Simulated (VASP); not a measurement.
# TiO2 (I4_1/amd) in VASP: notebook

The runs below take TiO2 through single point, with r2SCAN+U.

All numbers are computed with VASP 6.6.1; they aren't measurements. Logs are shortened: lines on timing, memory, paths and dates and some standing lists are left out, and cuts for length are marked.

## Step 1: The cell of the first run

Symmetry: I4_1/amd, No. 141, tetragonal system. Conventional cell: a = 3.797 Å, b = 3.797 Å, c = 9.661 Å, α = 90.00°, β = 90.00°, γ = 90.00°. Within 2.6 Å of Ti (site symmetry -4m2) lie 6 O at 1.95 to 1.99 Å. O (site symmetry 2mm) has 3 Ti at 1.95 to 1.99 Å and 2 O at 2.46 Å within 2.6 Å.

## Step 2: Single point, r2SCAN+U

Contents of POSCAR:

```
TiO2
1.0
   -1.8983179345      1.8983179345      4.8307008956
    1.8983179345     -1.8983179345      4.8307008956
    1.8983179345      1.8983179345     -4.8307008956
Ti O
2 4
Direct
    0.0000000000      0.0000000000      0.0000000000
    0.7500000000      0.2500000000      0.5000000000
    0.2061136456      0.2061136456      0.0000000000
    0.9561136456      0.4561136456      0.5000000000
    0.5438863544      0.0438863544      0.5000000000
    0.7938863544      0.7938863544      0.0000000000
```

Contents of INCAR.step1:

```
  PREC = Accurate
  ENCUT = 520
  ISMEAR = 0
  SIGMA = 0.02
  LREAL = F
  LASPH = T
  NELM = 150
  LMAXMIX = 4
  LDAU = T
  LDAUTYPE = 2
  LDAUL = 2 -1
  LDAUU = 4 0
  LDAUJ = 0 0
  NBANDS = 33
  GGA = PE
  ALGO = Normal
  EDIFF = 1E-4
  LWAVE = T
  LCHARG = F
```

Contents of INCAR.step2:

```
  PREC = Accurate
  ENCUT = 520
  EDIFF = 1E-7
  ISMEAR = 0
  SIGMA = 0.02
  LREAL = F
  LASPH = T
  NELM = 150
  ALGO = Normal
  ISIF = 2
  LWAVE = F
  LCHARG = T
  LMAXMIX = 4
  LDAU = T
  LDAUTYPE = 2
  LDAUL = 2 -1
  LDAUU = 4 0
  LDAUJ = 0 0
  LDAUPRINT = 1
  METAGGA = R2SCAN
  LMIXTAU = T
  LELF = T
  LVHAR = T
  NBANDS = 33
  ISTART = 1
```

Contents of KPOINTS:

```
Automatic mesh
0
Gamma
  8 8 8
```

Potentials or basis: VASP PAW PBE potentials, release 64 (Ti_sv, O).

On the command line:

```bash
$ cat potpaw_PBE.64/Ti_sv/POTCAR potpaw_PBE.64/O/POTCAR > POTCAR
$ cp INCAR.step1 INCAR
$ mpirun -np 1 vasp_std > vasp.out
$ cp INCAR.step2 INCAR
$ mpirun -np 1 vasp_std > vasp.out
```

OUTCAR:

```text
PREC = Accurate
   ENCUT = 520
   EDIFF = 1E-7
   ISMEAR = 0
   LREAL = F
   LASPH = T
   NELM = 150
   ISIF = 2
   METAGGA = R2SCAN
   ISTART = 1

 ion  position               nearest neighbor table
   1  0.000  0.000  0.000-   5 1.95   4 1.95   5 1.95   4 1.95   3 1.99   6 1.99
   2  0.750  0.250  0.500-   6 1.95   3 1.95   6 1.95   3 1.95   4 1.99   5 1.99
   3  0.206  0.206  0.000-   2 1.95   2 1.95   1 1.99
   4  0.956  0.456  0.500-   1 1.95   1 1.95   2 1.99
   5  0.544  0.044  0.500-   1 1.95   1 1.95   2 1.99
   6  0.794  0.794  0.000-   2 1.95   2 1.95   1 1.99

  LATTYP: Found a body centered tetragonal cell.
 ALAT       =     3.7966358690
 C/A-ratio  =     2.5447269964

  Lattice vectors:

 A1 = (  -1.8983179345,   1.8983179345,   4.8307008956)
 A2 = (   1.8983179345,  -1.8983179345,   4.8307008956)
 A3 = (   1.8983179345,   1.8983179345,  -4.8307008956)

Analysis of symmetry for initial positions (statically):
=====================================================================
 Subroutine PRICEL returns:
 Original cell was already a primitive cell.

 Routine SETGRP: Setting up the symmetry group for a
 body centered tetragonal supercell.

 Subroutine GETGRP returns: Found 16 space group operations
 (whereof  8 operations were pure point group operations)
 out of a pool of 16 trial point group operations.

The static configuration has the point symmetry D_2d.
 The point group associated with its full space group is D_4h.

Analysis of symmetry for dynamics (positions and initial velocities):
=====================================================================
 Subroutine PRICEL returns:
 Original cell was already a primitive cell.

 Routine SETGRP: Setting up the symmetry group for a
 body centered tetragonal supercell.

 Subroutine GETGRP returns: Found 16 space group operations
 (whereof  8 operations were pure point group operations)
 out of a pool of 16 trial point group operations.

The dynamic configuration has the point symmetry D_2d.
 The point group associated with its full space group is D_4h.

 Subroutine INISYM returns: Found 16 space group operations
 (whereof  8 operations are pure point group operations),
 and found     1 'primitive' translations

----------------------------------------------------------------------------------------

                                     Primitive cell

  volume of cell :      69.6319

  direct lattice vectors                    reciprocal lattice vectors
    -1.898317935  1.898317935  4.830700896     0.000000000  0.263391074  0.103504649
     1.898317935 -1.898317935  4.830700896     0.263391074  0.000000000  0.103504649
     1.898317935  1.898317935 -4.830700896     0.263391074  0.263391074  0.000000000

  length of vectors
     5.526562503  5.526562503  5.526562503     0.282998357  0.282998357  0.372491229

  position of ions in fractional coordinates (direct lattice)
     0.000000000  0.000000000  0.000000000
     0.750000000  0.250000000  0.500000000
     0.206113646  0.206113646  0.000000000
     0.956113646  0.456113646  0.500000000
     0.543886354  0.043886354  0.500000000
     0.793886354  0.793886354  0.000000000

  ion indices of the primitive-cell ions
   primitive index   ion index
                 1           1
                 2           2
                 3           3
                 4           4
                 5           5
                 6           6
[... 101 lines left out ...]
   METAGGA = R2SCAN    functional components
   LHFCALC =     F    Hartree Fock is set to
   AEXX    =    0.0000 exact exchange contribution
   IVDW    =     0    specifies the selected vdW correction
   LEPSILON=     F    determine dielectric tensor
   LRPA    =     F    only Hartree local field effects (RPA)
 non-spin polarized calculation
 Gauss-broadening in eV      SIGMA  =   0.02
  energy-cutoff  :      520.00
  volume of cell :       69.63
 maximum number of plane-waves:      1888
 NGX is ok and might be reduce to    42
   NGX = 21   NGY = 21   NGZ = 21

atom =   1  type =  1  l = 2

 onsite density matrix

spin component  1

  0.0951  0.0000 -0.0000  0.0000  0.0000
  0.0000  0.0939 -0.0000  0.0000 -0.0000
 -0.0000 -0.0000  0.2444  0.0000  0.0000
  0.0000  0.0000  0.0000  0.0939  0.0000
  0.0000 -0.0000  0.0000  0.0000  0.2455

spin component  2

  0.0951  0.0000 -0.0000  0.0000  0.0000
  0.0000  0.0939 -0.0000  0.0000 -0.0000
 -0.0000 -0.0000  0.2444  0.0000  0.0000
  0.0000  0.0000  0.0000  0.0939  0.0000
  0.0000 -0.0000  0.0000  0.0000  0.2455

 occupancies and eigenvectors

  o =  0.0939  v =  0.0000  0.8245  0.0000 -0.5659 -0.0000  0.0000  0.0000  0.0000  0.0000  0.0000      0.0000  0.0000  0.0000  0.0000  0.0000  0.0000  0.0000  0.0000  0.0000  0.0000
  o =  0.0939  v =  0.0000  0.0000  0.0000  0.0000  0.0000  0.0000  0.8245  0.0000 -0.5659 -0.0000      0.0000  0.0000  0.0000  0.0000  0.0000  0.0000  0.0000  0.0000  0.0000  0.0000
  o =  0.0939  v =  0.0000  0.5659  0.0000  0.8245 -0.0000  0.0000  0.0000  0.0000  0.0000  0.0000      0.0000  0.0000  0.0000  0.0000  0.0000  0.0000  0.0000  0.0000  0.0000  0.0000
  o =  0.0939  v =  0.0000  0.0000  0.0000  0.0000  0.0000  0.0000  0.5659  0.0000  0.8245 -0.0000      0.0000  0.0000  0.0000  0.0000  0.0000  0.0000  0.0000  0.0000  0.0000  0.0000
  o =  0.0951  v =  1.0000  0.0000  0.0000  0.0000  0.0000  0.0000  0.0000  0.0000  0.0000  0.0000      0.0000  0.0000  0.0000  0.0000  0.0000  0.0000  0.0000  0.0000  0.0000  0.0000
  o =  0.0951  v =  0.0000  0.0000  0.0000  0.0000  0.0000  1.0000  0.0000  0.0000  0.0000  0.0000      0.0000  0.0000  0.0000  0.0000  0.0000  0.0000  0.0000  0.0000  0.0000  0.0000
  o =  0.2444  v =  0.0000  0.0000  0.0000  0.0000  0.0000  0.0000  0.0000 -1.0000  0.0000  0.0000      0.0000  0.0000  0.0000  0.0000  0.0000  0.0000  0.0000  0.0000  0.0000  0.0000
  o =  0.2444  v =  0.0000  0.0000 -1.0000  0.0000  0.0000  0.0000  0.0000  0.0000  0.0000  0.0000      0.0000  0.0000  0.0000  0.0000  0.0000  0.0000  0.0000  0.0000  0.0000  0.0000
  o =  0.2455  v =  0.0000  0.0000  0.0000  0.0000  0.0000  0.0000 -0.0000 -0.0000 -0.0000 -1.0000      0.0000  0.0000  0.0000  0.0000  0.0000  0.0000  0.0000  0.0000  0.0000  0.0000
  o =  0.2455  v =  0.0000 -0.0000 -0.0000 -0.0000 -1.0000  0.0000  0.0000  0.0000  0.0000  0.0000      0.0000  0.0000  0.0000  0.0000  0.0000  0.0000  0.0000  0.0000  0.0000  0.0000

atom =   2  type =  1  l = 2

 onsite density matrix

spin component  1

  0.0951  0.0000 -0.0000  0.0000  0.0000
  0.0000  0.0939 -0.0000  0.0000 -0.0000
 -0.0000 -0.0000  0.2444  0.0000 -0.0000
  0.0000  0.0000  0.0000  0.0939 -0.0000
  0.0000 -0.0000 -0.0000 -0.0000  0.2455

spin component  2

  0.0951  0.0000 -0.0000  0.0000  0.0000
  0.0000  0.0939 -0.0000  0.0000 -0.0000
 -0.0000 -0.0000  0.2444  0.0000 -0.0000
  0.0000  0.0000  0.0000  0.0939 -0.0000
  0.0000 -0.0000 -0.0000 -0.0000  0.2455

 occupancies and eigenvectors

  o =  0.0939  v =  0.0000  0.0891  0.0000 -0.9960 -0.0000  0.0000  0.0000  0.0000  0.0000  0.0000      0.0000  0.0000  0.0000  0.0000  0.0000  0.0000  0.0000  0.0000  0.0000  0.0000
  o =  0.0939  v =  0.0000  0.0000  0.0000  0.0000  0.0000  0.0000  0.0891  0.0000 -0.9960 -0.0000      0.0000  0.0000  0.0000  0.0000  0.0000  0.0000  0.0000  0.0000  0.0000  0.0000
  o =  0.0939  v =  0.0000 -0.9960 -0.0000 -0.0891  0.0000  0.0000  0.0000  0.0000  0.0000  0.0000      0.0000  0.0000  0.0000  0.0000  0.0000  0.0000  0.0000  0.0000  0.0000  0.0000
  o =  0.0939  v =  0.0000  0.0000  0.0000  0.0000  0.0000  0.0000 -0.9960 -0.0000 -0.0891  0.0000      0.0000  0.0000  0.0000  0.0000  0.0000  0.0000  0.0000  0.0000  0.0000  0.0000
  o =  0.0951  v =  0.0000  0.0000  0.0000  0.0000  0.0000  1.0000  0.0000  0.0000  0.0000  0.0000      0.0000  0.0000  0.0000  0.0000  0.0000  0.0000  0.0000  0.0000  0.0000  0.0000
  o =  0.0951  v =  1.0000  0.0000  0.0000  0.0000  0.0000  0.0000  0.0000  0.0000  0.0000  0.0000      0.0000  0.0000  0.0000  0.0000  0.0000  0.0000  0.0000  0.0000  0.0000  0.0000
  o =  0.2444  v =  0.0000  0.0000  0.0000  0.0000  0.0000  0.0000  0.0000 -1.0000  0.0000 -0.0000      0.0000  0.0000  0.0000  0.0000  0.0000  0.0000  0.0000  0.0000  0.0000  0.0000
  o =  0.2444  v =  0.0000  0.0000 -1.0000  0.0000 -0.0000  0.0000  0.0000  0.0000  0.0000  0.0000      0.0000  0.0000  0.0000  0.0000  0.0000  0.0000  0.0000  0.0000  0.0000  0.0000
  o =  0.2455  v =  0.0000 -0.0000  0.0000 -0.0000 -1.0000  0.0000  0.0000  0.0000  0.0000  0.0000      0.0000  0.0000  0.0000  0.0000  0.0000  0.0000  0.0000  0.0000  0.0000  0.0000
  o =  0.2455  v =  0.0000  0.0000  0.0000  0.0000  0.0000  0.0000 -0.0000  0.0000 -0.0000 -1.0000      0.0000  0.0000  0.0000  0.0000  0.0000  0.0000  0.0000  0.0000  0.0000  0.0000

 number of electron      47.9999999 magnetization

 Free energy of the ion-electron system (eV)
  ---------------------------------------------------
  ext. energy  EPLUGINS =         0.00000000
  ---------------------------------------------------
  free energy    TOTEN  =       -64.63607061 eV

  energy without entropy =      -64.63607061  energy(sigma->0) =      -64.63607061

 E-fermi :   3.1792     XC(G=0): -11.3529

 val. band max:        3.0411755452   @ k =  -0.3750   0.3750   0.0000
 cond. band min:       6.2560165288   @ k =   0.0000   0.0000   0.0000
 fundamental gap:      3.2148409836
 Fermi energy:         3.1792486740

 k-point     1 :       0.0000    0.0000    0.0000
  band No.  band energies     occupation
      1     -56.5217      2.00000
      2     -56.4702      2.00000
      3     -31.8556      2.00000
      4     -31.6301      2.00000
      5     -31.6301      2.00000
      6     -31.5693      2.00000
[... 853 lines left out ...]
     32      10.0316      0.00000
     33      10.5889      0.00000

 [... further k-points ...]
[... 5 lines left out ...]
  --------------------------------------------------------------------------------------
  -------------------------------------------------------------------------------------
  Total        2.3310052      2.3310052      1.8354985      0.0000000      0.0000000      0.0000000
  in kB       53.6346904     53.6346904     42.2334509      0.0000000      0.0000000      0.0000000
  external PRESSURE =      49.8342772 kB  Pullay stress =       0.0000000 kB

 VOLUME and BASIS-vectors are now :
 -----------------------------------------------------------------------------
  energy-cutoff  :      520.00
  volume of cell :       69.63
      direct lattice vectors                 reciprocal lattice vectors
    -1.898317935  1.898317935  4.830700896     0.000000000  0.263391074  0.103504649
     1.898317935 -1.898317935  4.830700896     0.263391074  0.000000000  0.103504649
     1.898317935  1.898317935 -4.830700896     0.263391074  0.263391074  0.000000000

 POSITION                                       TOTAL-FORCE (eV/Angst)
 -----------------------------------------------------------------------------------
      0.00000      0.00000      0.00000         0.000000      0.000000      0.000000
     -0.00000      1.89832      2.41535         0.000000      0.000000      0.000000
      0.00000      0.00000      1.99135         0.000000     -0.000000      0.173531
      0.00000      1.89832      4.40670        -0.000000      0.000000      0.173531
     -0.00000      1.89832      0.42400        -0.000000      0.000000     -0.173531
      0.00000      0.00000      7.67006         0.000000     -0.000000     -0.173531
 -----------------------------------------------------------------------------------
    total drift:                                0.000000     -0.000000      0.000000

  FREE ENERGIE OF THE ION-ELECTRON SYSTEM (eV)
  ---------------------------------------------------
  free  energy   TOTEN  =       -64.6360706059 eV

  energy  without entropy=      -64.6360706059  energy(sigma->0) =      -64.63607061
```

It took 30 min on 1 thread of Oxide Virtual Turin-like, shared host; peak memory 0.31 GiB.

What came out:

```yaml
Free_energy: -64.6361 eV
Pressure: 5.0 GPa
Largest_force: 0.174 eV/Å
Band_gap_on_the_k_mesh: 3.21 eV (least direct gap 3.52 eV)
```

Forces in eV/Å, atoms in the order of the input:
```
Ti   0.000  0.000  0.000
Ti   0.000  0.000  0.000
O    0.000  0.000  0.174
O    0.000  0.000  0.174
O    0.000  0.000 -0.174
O    0.000  0.000 -0.174
```

Eigenvalues of the final occupation matrices:
```
    site  spin  trace               eigenvalues
site 1 d     1   0.77  0.09 0.09 0.10 0.24 0.25
site 1 d     2   0.77  0.09 0.09 0.10 0.24 0.25
site 2 d     1   0.77  0.09 0.09 0.10 0.24 0.25
site 2 d     2   0.77  0.09 0.09 0.10 0.24 0.25
```

Caveat: the cell stands under pressure; the PAW data sets were made with another functional, which shifts forces and pressure a little. A k mesh can miss the band edges.

## Step 3: Single point, r2SCAN+U

POSCAR is that of step 2.

Contents of INCAR.step1:

```
  PREC = Accurate
  ENCUT = 520
  ISMEAR = 0
  SIGMA = 0.05
  LREAL = False
  LASPH = True
  NELM = 150
  LMAXMIX = 4
  LDAU = True
  LDAUTYPE = 2
  LDAUL = 2 -1
  LDAUU = 4 0
  LDAUJ = 0 0
  NBANDS = 33
  GGA = PE
  ALGO = Normal
  EDIFF = 1E-4
  LWAVE = True
  LCHARG = False
```

Contents of INCAR.step2:

```
  PREC = Accurate
  ENCUT = 520
  EDIFF = 1E-6
  ISMEAR = 0
  SIGMA = 0.05
  LREAL = False
  LASPH = True
  NELM = 150
  ALGO = Normal
  ISIF = 2
  LWAVE = False
  LCHARG = False
  LMAXMIX = 4
  LDAU = True
  LDAUTYPE = 2
  LDAUL = 2 -1
  LDAUU = 4 0
  LDAUJ = 0 0
  LDAUPRINT = 1
  METAGGA = R2SCAN
  LMIXTAU = True
  NBANDS = 33
  ISTART = 1
```

Contents of KPOINTS:

```
regular mesh
0
Gamma
  8 8 8
```

Potentials or basis: VASP PAW PBE potentials, release 64 (Ti_sv, O).

On the command line:

```bash
$ cat potpaw_PBE.64/Ti_sv/POTCAR potpaw_PBE.64/O/POTCAR > POTCAR
$ cp INCAR.step1 INCAR
$ mpirun -np 1 vasp_std > vasp.out
$ cp INCAR.step2 INCAR
$ mpirun -np 1 vasp_std > vasp.out
```

It took 27 min on 1 thread of Oxide Virtual Turin-like, shared host; peak memory 0.31 GiB.

It converged, with:

| Quantity | Value |
| --- | --- |
| Free energy | -64.6361 eV |
| Pressure | 5.0 GPa |
| Largest force | 0.174 eV/Å |
| Band gap on the k mesh | 3.21 eV (least direct gap 3.52 eV) |

Forces in eV/Å, atoms in the order of the input:
```
Ti   0.000  0.000  0.000
Ti   0.000  0.000  0.000
O    0.000  0.000  0.174
O    0.000  0.000  0.174
O    0.000  0.000 -0.174
O    0.000  0.000 -0.174
```

Stress tensor (GPa, compression positive):
```
5.36 0.00 0.00
0.00 5.36 0.00
0.00 0.00 4.22
```

Levels at points of the mesh, in eV from the valence-band top:
| k point | band 21 | band 22 | band 23 | band 24 | band 25 | band 26 | band 27 | band 28 |
| --- | --- | --- | --- | --- | --- | --- | --- | --- |
| (0.00, 0.00, 0.00) | -0.74 | -0.74 | -0.41 | -0.41 | 3.21 | 3.95 | 4.99 | 4.99 |
| (0.50, 0.00, 0.00) | -1.78 | -0.89 | -0.88 | -0.68 | 4.28 | 4.43 | 4.56 | 4.61 |
| (0.50, 0.50, 0.00) | -1.97 | -1.97 | -0.03 | -0.03 | 4.31 | 4.31 | 4.72 | 4.72 |
| (0.50, 0.50, 0.50) | -1.26 | -1.26 | -0.09 | -0.09 | 3.57 | 3.57 | 4.84 | 4.84 |

Eigenvalues of the final occupation matrices:
```
    site  spin  trace               eigenvalues
site 1 d     1   0.77  0.09 0.09 0.10 0.24 0.25
site 1 d     2   0.77  0.09 0.09 0.10 0.24 0.25
site 2 d     1   0.77  0.09 0.09 0.10 0.24 0.25
site 2 d     2   0.77  0.09 0.09 0.10 0.24 0.25
```

Caveat: the cell stands under pressure; the PAW data sets were made with another functional, which shifts forces and pressure a little. A k mesh can miss the band edges.
